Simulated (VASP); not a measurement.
# MnSi (P2_13) in VASP: single point with PBE

Aim: the single point of MnSi with PBE.

Everything below comes from runs of VASP 6.6.1. Logs are shortened: lines on timing, memory, paths and dates and some standing lists are left out, and cuts for length are marked.

### Step 1. The cell of the first run

Symmetry: P2_13, No. 198, cubic system. Conventional cell: a = 4.517 Å, b = 4.517 Å, c = 4.517 Å, α = 90.00°, β = 90.00°, γ = 90.00°. Within 3.0 Å of Mn (site symmetry 3) lie 7 Si at 2.28 to 2.53 Å and 6 Mn at 2.77 Å. Within 3.0 Å of Si (site symmetry 3) lie 7 Mn at 2.28 to 2.53 Å and 6 Si at 2.79 Å.

### Step 2. Single point, PBE, collinear spin, ferromagnetic start

The input, INCAR:

```
SYSTEM = MnSi
PREC = Accurate
ENCUT = 520
EDIFF = 1E-6
ISMEAR = 0
SIGMA = 0.1
LREAL = .FALSE.
LASPH = .TRUE.
NELM = 150
ALGO = Normal
ISIF = 2
LWAVE = .FALSE.
LCHARG = .FALSE.
ISPIN = 2
MAGMOM = 1.1 1.1 1.1 1.1 0 0 0 0
LORBIT = 11
LMAXMIX = 4
GGA = PE
NBANDS = 48
```

The input, KPOINTS:

```
Automatic mesh
0
G
  8 8 8
  0 0 0
```

The input, POSCAR:

```
MnSi
1.0
    4.5173312736      0.0000000000      0.0000000000
    0.0000000000      4.5173312736      0.0000000000
    0.0000000000      0.0000000000      4.5173312736
Mn Si
4 4
Direct
    0.1364746653      0.1364746653      0.1364746653
    0.3635253347      0.8635253347      0.6364746653
    0.6364746653      0.3635253347      0.8635253347
    0.8635253347      0.6364746653      0.3635253347
    0.8453875590      0.8453875590      0.8453875590
    0.6546124410      0.1546124410      0.3453875590
    0.3453875590      0.6546124410      0.1546124410
    0.1546124410      0.3453875590      0.6546124410
```

Potentials or basis: VASP PAW PBE potentials, release 64 (Mn_pv, Si).

Command:

```
> cat potpaw_PBE.64/Mn_pv/POTCAR potpaw_PBE.64/Si/POTCAR > POTCAR
> mpirun -np 1 vasp_std > vasp.out
```

OUTCAR:

```text
SYSTEM = MnSi
   PREC = Accurate
   ENCUT = 520
   EDIFF = 1E-6
   ISMEAR = 0
   LREAL = .FALSE.
   LASPH = .TRUE.
   NELM = 150
   ISIF = 2
   ISPIN = 2
   LORBIT = 11
   GGA = PE

 ion  position               nearest neighbor table
   1  0.136  0.136  0.136-   5 2.28   6 2.37   7 2.37   8 2.37   7 2.53   8 2.53   6 2.53   3 2.77
                             4 2.77   2 2.77   2 2.77   4 2.77   3 2.77
   2  0.364  0.864  0.636-   6 2.28   5 2.37   8 2.37   7 2.37   7 2.53   8 2.53   5 2.53   1 2.77
                             1 2.77   3 2.77   3 2.77   4 2.77   4 2.77
   3  0.636  0.364  0.864-   7 2.28   5 2.37   8 2.37   6 2.37   8 2.53   6 2.53   5 2.53   1 2.77
                             4 2.77   2 2.77   2 2.77   4 2.77   1 2.77
   4  0.864  0.636  0.364-   8 2.28   7 2.37   6 2.37   5 2.37   6 2.53   5 2.53   7 2.53   1 2.77
                             3 2.77   2 2.77   1 2.77   2 2.77   3 2.77
   5  0.845  0.845  0.845-   1 2.28   2 2.37   3 2.37   4 2.37   3 2.53   4 2.53   2 2.53   6 2.79
                             7 2.79   8 2.79   6 2.79   8 2.79   7 2.79
   6  0.655  0.155  0.345-   2 2.28   1 2.37   4 2.37   3 2.37   3 2.53   4 2.53   1 2.53   8 2.79
                             5 2.79   5 2.79   7 2.79   7 2.79   8 2.79
   7  0.345  0.655  0.155-   3 2.28   1 2.37   4 2.37   2 2.37   4 2.53   2 2.53   1 2.53   8 2.79
                             5 2.79   8 2.79   6 2.79   6 2.79   5 2.79
   8  0.155  0.345  0.655-   4 2.28   3 2.37   2 2.37   1 2.37   2 2.53   1 2.53   3 2.53   7 2.79
                             5 2.79   7 2.79   5 2.79   6 2.79   6 2.79

  LATTYP: Found a simple cubic cell.
 ALAT       =     4.5173312736

  Lattice vectors:

 A1 = (   4.5173312736,   0.0000000000,   0.0000000000)
 A2 = (   0.0000000000,   4.5173312736,   0.0000000000)
 A3 = (   0.0000000000,   0.0000000000,   4.5173312736)

Analysis of symmetry for initial positions (statically):
=====================================================================
 Subroutine PRICEL returns:
 Original cell was already a primitive cell.

 Routine SETGRP: Setting up the symmetry group for a
 simple cubic supercell.

 Subroutine GETGRP returns: Found 12 space group operations
 (whereof  3 operations were pure point group operations)
 out of a pool of 48 trial point group operations.

The static configuration has the point symmetry C_3 .
 The point group associated with its full space group is T   .

Analysis of symmetry for dynamics (positions and initial velocities):
=====================================================================
 Subroutine PRICEL returns:
 Original cell was already a primitive cell.

 Routine SETGRP: Setting up the symmetry group for a
 simple cubic supercell.

 Subroutine GETGRP returns: Found 12 space group operations
 (whereof  3 operations were pure point group operations)
 out of a pool of 48 trial point group operations.

The dynamic configuration has the point symmetry C_3 .
 The point group associated with its full space group is T   .

Analysis of structural, dynamic, and magnetic symmetry:
=====================================================================
 Subroutine PRICEL returns:
 Original cell was already a primitive cell.

 Routine SETGRP: Setting up the symmetry group for a
 simple cubic supercell.

 Subroutine GETGRP returns: Found 12 space group operations
 (whereof  3 operations were pure point group operations)
 out of a pool of 48 trial point group operations.

The overall configuration has the point symmetry C_3 .
 The point group associated with its full space group is T   .

 Subroutine INISYM returns: Found 12 space group operations
 (whereof  3 operations are pure point group operations),
 and found     1 'primitive' translations

----------------------------------------------------------------------------------------

                                     Primitive cell

  volume of cell :      92.1819

  direct lattice vectors                    reciprocal lattice vectors
     4.517331274  0.000000000  0.000000000     0.221369640  0.000000000  0.000000000
     0.000000000  4.517331274  0.000000000     0.000000000  0.221369640  0.000000000
     0.000000000  0.000000000  4.517331274     0.000000000  0.000000000  0.221369640

  length of vectors
     4.517331274  4.517331274  4.517331274     0.221369640  0.221369640  0.221369640

  position of ions in fractional coordinates (direct lattice)
     0.136474665  0.136474665  0.136474665
     0.363525335  0.863525335  0.636474665
     0.636474665  0.363525335  0.863525335
     0.863525335  0.636474665  0.363525335
     0.845387559  0.845387559  0.845387559
[... 80 lines left out ...]
   ISPIN  =      2    spin polarized calculation?
   LNONCOLLINEAR =      F non collinear calculations
   LSORBIT =      F    spin-orbit coupling
   LASPH  =      T    aspherical Exc in radial PAW
   ENCUT  =  520.0 eV  38.22 Ry    6.18 a.u.   8.40  8.40  8.40*2*pi/ulx,y,z
   NELM   =    150;   NELMIN=  2; NELMDL= -5     # of ELM steps
   EDIFF  = 0.1E-05   stopping-criterion for ELM
   LREAL  =      F    real-space projection
   EDIFFG = 0.1E-04   stopping-criterion for IOM
   NSW    =      0    number of steps for IOM
   IBRION =     -1    ionic relax: 0-MD 1-quasi-New 2-CG
   NFREE  =      0    steps in history (QN), initial steepest desc. (CG)
   ISIF   =      2    stress and relaxation
   ISYM   =      2    0-nonsym 1-usesym 2-fastsym
   POTIM  = 0.5000    time-step for ionic-motion
   TEBEG  =    0.0;   TEEND  =   0.0 temperature during run
   PSTRESS=    0.0 pullay stress
   NELECT =      68.0000    total number of electrons
   NUPDOWN=      -1.0000    fix difference up-down
   EMIN   =  10.00;   EMAX   =-10.00  energy-range for DOS
   EFERMI =   0.00;   METHOD = LEGACY
   ISMEAR =     0;   SIGMA  =   0.10  broadening in eV -4-tet -1-fermi 0-gaus
   EFERMI_NEDOS =   21; number of points for ismear=-14 and -15
   IALGO  =     38    algorithm
   IMIX   =      4    mixing-type and parameters
     AMIX     =   0.40;   BMIX     =  1.00
     AMIX_MAG =   1.60;   BMIX_MAG =  1.00
  volume/ion in A,a.u.               =      11.52        77.76
  Fermi-wavevector in a.u.,A,eV,Ry     =   1.479208  2.795297 29.770306  2.188056
  Thomas-Fermi vector in A             =   2.593394
   LORBIT       =     11    0 simple, 1 ext, 2 COOP (PROOUT), +10 PAW based schemes
   GGA     = PE    functional components
   LHFCALC =     F    Hartree Fock is set to
   AEXX    =    0.0000 exact exchange contribution
   IVDW    =     0    specifies the selected vdW correction
   LEPSILON=     F    determine dielectric tensor
   LRPA    =     F    only Hartree local field effects (RPA)
 spin polarized calculation
 Gauss-broadening in eV      SIGMA  =   0.10
  energy-cutoff  :      520.00
  volume of cell :       92.18
 maximum number of plane-waves:      2517
 NGX is ok and might be reduce to    36
   NGX = 17   NGY = 17   NGZ = 17

 number of electron      68.0000036 magnetization       3.9197528

 Free energy of the ion-electron system (eV)
  ---------------------------------------------------
  ext. energy  EPLUGINS =         0.00000000
  ---------------------------------------------------
  free energy    TOTEN  =       -61.44212806 eV

  energy without entropy =      -61.42313487  energy(sigma->0) =      -61.43263147

 E-fermi :  11.1441     XC(G=0): -12.8233

 val. band max:       11.1317070693   @ k =   0.2500   0.0000   0.0000
 cond. band min:      11.1741419376   @ k =   0.3750   0.3750   0.0000
 fundamental gap:      0.0424348682
 Fermi energy:        11.1441155491

 spin component 1

 k-point     1 :       0.0000    0.0000    0.0000
  band No.  band energies     occupation
      1     -37.2591      1.00000
      2     -37.2591      1.00000
      3     -37.2591      1.00000
      4     -37.1854      1.00000
      5     -37.1854      1.00000
      6     -37.1808      1.00000
[... 1165 lines left out ...]
     45      15.2943      0.00000
     46      16.0910      0.00000

 [... further k-points ...]

 spin component 2

 k-point     1 :       0.0000    0.0000    0.0000
  band No.  band energies     occupation
      1     -36.2615      1.00000
      2     -36.2615      1.00000
      3     -36.2615      1.00000
      4     -36.1746      1.00000
      5     -36.0438      1.00000
      6     -36.0438      1.00000
[... 1165 lines left out ...]
     45      15.7577      0.00000
     46      16.4373      0.00000

 [... further k-points ...]

 [bands above 46 left out]

------------------------ aborting loop because EDIFF is reached ----------------------------------------

  FORCE on cell =-STRESS in cart. coord.  units (eV):
  Direction    XX          YY          ZZ          XY          YZ          ZX
  --------------------------------------------------------------------------------------
  -------------------------------------------------------------------------------------
  Total       -0.0019186     -0.0019186     -0.0019186     -0.0000000     -0.0000000     -0.0000000
  in kB       -0.0333466     -0.0333466     -0.0333466     -0.0000000     -0.0000000     -0.0000000
  external PRESSURE =      -0.0333466 kB  Pullay stress =       0.0000000 kB

 VOLUME and BASIS-vectors are now :
 -----------------------------------------------------------------------------
  energy-cutoff  :      520.00
  volume of cell :       92.18
      direct lattice vectors                 reciprocal lattice vectors
     4.517331274  0.000000000  0.000000000     0.221369640  0.000000000  0.000000000
     0.000000000  4.517331274  0.000000000     0.000000000  0.221369640  0.000000000
     0.000000000  0.000000000  4.517331274     0.000000000  0.000000000  0.221369640

 POSITION                                       TOTAL-FORCE (eV/Angst)
 -----------------------------------------------------------------------------------
      0.61650      0.61650      0.61650         0.005389      0.005389      0.005389
      1.64216      3.90083      2.87517        -0.005389     -0.005389      0.005389
      2.87517      1.64216      3.90083         0.005389     -0.005389     -0.005389
      3.90083      2.87517      1.64216        -0.005389      0.005389     -0.005389
      3.81890      3.81890      3.81890        -0.015669     -0.015669     -0.015669
      2.95710      0.69844      1.56023         0.015669      0.015669     -0.015669
      1.56023      2.95710      0.69844        -0.015669      0.015669      0.015669
      0.69844      1.56023      2.95710         0.015669     -0.015669      0.015669
 -----------------------------------------------------------------------------------
    total drift:                               -0.000001     -0.000001      0.000000

  FREE ENERGIE OF THE ION-ELECTRON SYSTEM (eV)
  ---------------------------------------------------
  free  energy   TOTEN  =       -61.4421280634 eV

  energy  without entropy=      -61.4231348700  energy(sigma->0) =      -61.43263147

 total charge

# of ion       s       p       d       tot
------------------------------------------
    1        0.334   6.388   5.290  12.012
    2        0.334   6.388   5.290  12.012
    3        0.334   6.388   5.290  12.012
    4        0.334   6.388   5.290  12.012
    5        0.744   0.906   0.000   1.649
    6        0.744   0.906   0.000   1.649
    7        0.744   0.906   0.000   1.649
    8        0.744   0.906   0.000   1.649
--------------------------------------------------
tot          4.310  29.176  21.160  54.646

 magnetization (x)

# of ion       s       p       d       tot
------------------------------------------
    1        0.001   0.007   1.031   1.039
    2        0.001   0.007   1.031   1.039
    3        0.001   0.007   1.031   1.039
    4        0.001   0.007   1.031   1.039
    5       -0.013  -0.035   0.000  -0.048
    6       -0.013  -0.035   0.000  -0.048
    7       -0.013  -0.035   0.000  -0.048
    8       -0.013  -0.035   0.000  -0.048
--------------------------------------------------
tot         -0.048  -0.113   4.125   3.964
```

Run time: 5.4 min. Hardware: 1 thread of Intel Xeon Platinum 8488C (Sapphire Rapids), shared host; peak memory 0.41 GiB.

Results:

* Free energy: -61.4421 eV
* Pressure: 0.0 GPa
* Largest force: 0.027 eV/Å
* Net moment: 3.92 μB per cell
* Site moments: Mn +1.04; Si -0.05 μB
* Valence electrons inside the program's atomic spheres: Mn 12.01; Si 1.65

Forces in eV/Å, atoms in the order of the input:
```
Mn   0.005  0.005  0.005
Mn  -0.005 -0.005  0.005
Mn   0.005 -0.005 -0.005
Mn  -0.005  0.005 -0.005
Si  -0.016 -0.016 -0.016
Si   0.016  0.016 -0.016
Si  -0.016  0.016  0.016
Si   0.016 -0.016  0.016
```

Levels at points of the mesh, in eV from the Fermi level:
Spin up:
| k point | band 34 | band 35 | band 36 | band 37 | band 38 | band 39 |
| --- | --- | --- | --- | --- | --- | --- |
| (0.00, 0.00, 0.00) | -0.38 | -0.31 | -0.31 | 0.77 | 0.77 | 0.77 |
| (0.50, 0.00, 0.00) | -0.62 | -0.13 | -0.13 | 0.30 | 0.30 | 1.83 |
| (0.50, 0.50, 0.00) | -1.05 | -0.59 | -0.59 | 0.76 | 0.76 | 1.31 |
| (0.50, 0.50, 0.50) | -0.70 | -0.70 | -0.70 | 0.61 | 0.61 | 0.61 |
Spin down:
```csv
k point,band 28,band 29,band 30,band 31,band 32,band 33,band 34,band 35,band 36,band 37
"(0.00, 0.00, 0.00)",-1.90,-1.42,-1.42,-1.42,0.66,0.66,0.66,0.99,0.99,1.56
"(0.50, 0.00, 0.00)",-1.85,-1.20,-1.20,-0.43,-0.43,0.59,0.59,0.89,0.89,1.06
"(0.50, 0.50, 0.00)",-0.99,-0.63,-0.63,-0.52,-0.52,-0.28,-0.28,0.60,0.60,1.45
"(0.50, 0.50, 0.50)",-1.89,0.06,0.06,0.06,0.06,0.23,0.23,0.23,0.23,1.27
```
